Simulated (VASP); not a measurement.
Here is a VASP 6.6.1 calculation.

File INCAR:

```
SYSTEM = MoS2
ALGO = Normal
EDIFF = 1E-6
ENCUT = 500
GGA = PE
GGA_COMPAT = .FALSE.
ISIF = 2
ISMEAR = 0
IVDW = 12
LASPH = .TRUE.
LCHARG = .TRUE.
LELF = .TRUE.
LREAL = .FALSE.
LVHAR = .TRUE.
LWAVE = .FALSE.
NBANDS = 20
NELM = 120
PREC = Accurate
SIGMA = 0.05
```

The input KPOINTS:

```
k-points
0
G
  12 12 6
  0 0 0
```

POSCAR

```
MoS2
1.0
    3.3295179380      0.0000000000      0.0000000000
   -1.6647589690      2.8834471166      0.0000000000
    0.0000000000      0.0000000000      6.6590358760
Mo S
1 2
Direct
    0.0000000000      0.0000000000      0.0000000000
    0.3333333333      0.6666666667      0.2357940733
    0.3333333333      0.6666666667      0.7642059267
```

Potentials or basis: VASP PAW PBE potentials, release 64 (Mo_sv, S).

Run with:

```console
$ cat potpaw_PBE.64/Mo_sv/POTCAR potpaw_PBE.64/S/POTCAR > POTCAR
$ mpirun -np 1 vasp_std > vasp.out
```

**Question.** What does it give for the band gap on the k mesh?

**Answer.** 0.61 eV (least direct gap 1.29 eV).

**Question.** What does it give for the largest force?

**Answer.** 0.997 eV/Å.

Stress tensor (GPa, compression positive):
```
-14.04   0.00   0.00
  0.00 -14.04   0.00
  0.00   0.00  -7.87
```

Caveat: the cell stands under tension. A k mesh can miss the band edges.
